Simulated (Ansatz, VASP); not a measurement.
# BP: VASP beside Ansatz

```
B P
1.0
     0.00000    1.92865    2.26900
     1.92865    0.00000    2.26900
     1.92865    1.92865    0.00000
B P
1 1
Direct
  0.00000 0.00000 0.00000
  0.75000 0.75000 0.75000
```

Change from the starting cell: strain -0.1500 x Voigt [1, 1, 0, 0, 0, 0], atoms carried along.

Alike in both runs: task single point; functional PBE; k mesh 10 × 10 × 10; occupations gaussian, width 0.05 eV; no spin polarisation.

|  | VASP | Ansatz |
| --- | --- | --- |
| version | VASP 6.6.1 | Ansatz 0.2.0 |
| potentials or method | VASP PAW PBE potentials, release 64 (B, P), cutoff 520 eV | scalar-relativistic, plane waves, PAW |
| valence electrons in the cell | 8 | 8 |

```tsv
	VASP	Ansatz	Ansatz less VASP
gap on the k mesh at the Fermi level (eV)	none	none	-
pressure (GPa)	95.4	96.2	+0.79
traceless stress, the component that is largest in VASP (GPa)	-41.33	-41.33	-0.009
```

A gap of «none» marks a metal or a gap that the smearing closes. Both programs put the cell under a high pressure, so it lies far from rest at this level.

Noted on VASP's run: the cell as given lies far from equilibrium.
